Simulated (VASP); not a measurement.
Ge2Sb2Te5: single point with PBE

The system is Ge2Sb2Te5.

```
Te Sb Ge
1.0
     6.80848   -2.99761    0.00000
     6.86980    3.13440    0.00000
    -6.83098   -0.06831    6.84761
Te Sb Ge
5 2 2
Direct
  0.59470 0.59470 0.38643
  0.79529 0.79529 0.19611
  0.00832 0.00832 0.00643
  0.20652 0.20652 0.80980
  0.39996 0.39996 0.59712
  0.90171 0.90171 0.58787
  0.11187 0.11187 0.41735
  0.28429 0.28429 0.18783
  0.49734 0.49734 0.01104
```

```json
{"Program": "VASP 6.6.1", "Task": "single point", "Functional": "PBE", "Potentials or basis": "VASP PAW PBE potentials, release 64 (Te, Sb, Ge_d)", "Cutoff": "520 eV", "k mesh": "4 × 4 × 3", "Occupations": "fermi-dirac, width 0.05 eV", "Spin": "no spin polarisation", "Dipole correction": "no", "Further INCAR settings": "ALGO = Normal; EDIFF = 1e-07; NBANDS = 44"}
```

```
Pressure               : -0.2 GPa
Largest force          : 0.150 eV/Å
Band gap on the k mesh : zero (filled and empty bands touch)
```

Forces on the atoms (eV/Å):
```
Te   0.029  0.037  0.031
Te   0.062 -0.021 -0.022
Te  -0.008  0.031 -0.021
Te   0.045  0.003 -0.030
Te   0.048 -0.005 -0.038
Sb   0.009 -0.008 -0.064
Sb   0.012  0.001  0.059
Ge  -0.147 -0.015  0.025
Ge  -0.049 -0.023  0.060
```

Stress tensor (GPa, compression positive):
```
-0.20 -0.29 -0.10
-0.29 -0.14  0.00
-0.10  0.00 -0.14
```

Levels at points of the mesh, in eV from the Fermi level:
```csv
k point,band 32,band 33,band 34,band 35,band 36,band 37
"(0.00, 0.00, 0.00)",-0.54,-0.46,-0.45,1.00,1.29,2.38
"(0.50, 0.00, 0.00)",-0.75,-0.59,-0.03,0.05,0.53,0.65
"(0.00, 0.50, 0.00)",-0.72,-0.58,-0.07,-0.02,0.53,0.64
"(0.50, 0.50, 0.00)",-0.91,-0.83,-0.82,2.09,2.59,2.77
```

Wall time 9.3 min on 1 thread of Intel(R) Xeon(R) Platinum 8259CL CPU @ 2.50GHz (Skylake/Cascade Lake), with other jobs on the host, peak memory 0.65 GiB.

Caveat: spin-orbit coupling is left out, which moves the levels of the heavy elements.
